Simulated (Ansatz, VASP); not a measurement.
**MoS2: VASP beside Ansatz**

File INCAR:

```
SYSTEM = MoS2
  PREC = Accurate
  ENCUT = 520
  EDIFF = 1E-6
  ISMEAR = -1
  SIGMA = 0.05
  LREAL = .False.
  LASPH = .True.
  NELM = 80
  ALGO = Normal
  ISIF = 2
  LWAVE = .False.
  LCHARG = .True.
  GGA = PE
  LELF = .True.
  LVHAR = .True.
  NBANDS = 20
```

Contents of KPOINTS:

```
regular mesh
0
Gamma
  10 10 10
  0 0 0
```

The input POSCAR:

```
MoS2
1.0
    1.5800000000      0.9122134253      6.1500000000
   -1.5800000000      0.9122134253      6.1500000000
    0.0000000000     -1.8244268506      6.1500000000
Mo S
1 2
Direct
    0.0000000000      0.0000000000      0.0000000000
    0.4170000000      0.4170000000      0.4170000000
    0.2500000000      0.2500000000      0.2500000000
```

Contents of input.yaml:

```yaml
crystal:
  lattice:
    - [1.58, 0.9122134253, 6.15]
    - [-1.58, 0.9122134253, 6.15]
    - [0.0, -1.8244268506, 6.15]
  atoms:
    - { symbol: Mo, position: [0.0, 0.0, 0.0] }
    - { symbol: S, position: [0.417, 0.417, 0.417] }
    - { symbol: S, position: [0.25, 0.25, 0.25] }
kpoints:
  mp_grid: { grid: [10, 10, 10] }
  band_path:
    path: [[0.0, 0.0, 0.0], [0.5, 0.0, 0.0], [0.5, 0.181334009, -0.181334009]]
    npoints: 10
scf:
  occupations: { method: fermi_dirac, width: 0.05 }
hamiltonian:
  xc: pbe
  pseudopotentials: { kind: all_electron, lapw: { basis_error: 0.002 } }
output:
  forces: true
  stress: true
  eigenvalues: true
```

Alike in both runs: functional PBE; k mesh 10 × 10 × 10; occupations fermi-dirac, width 0.05 eV; no spin polarisation.

```csv
,VASP,Ansatz
version,VASP 6.6.1,Ansatz 0.2.0
potentials or method,"VASP PAW PBE potentials, release 64 (Mo_sv, S), cutoff 520 eV","all-electron LAPW, scalar-relativistic"
task,single point,band structure
```

```csv
,VASP,Ansatz,Ansatz less VASP
gap on the k mesh at the Fermi level (eV),0.97,0.96,-0.012
least direct gap on the mesh (eV),1.96,1.96,-0.003
pressure (GPa),5.2,5.4,+0.16
"traceless stress, the component that is largest in VASP (GPa)",1.56,1.60,+0.041
rms of the force components (eV/Å),0.221,0.229,+0.0076
```

Atom by atom the forces differ by 0.008 eV/Å (rms over components). Ansatz ran all-electron here, and VASP with PAW potentials.
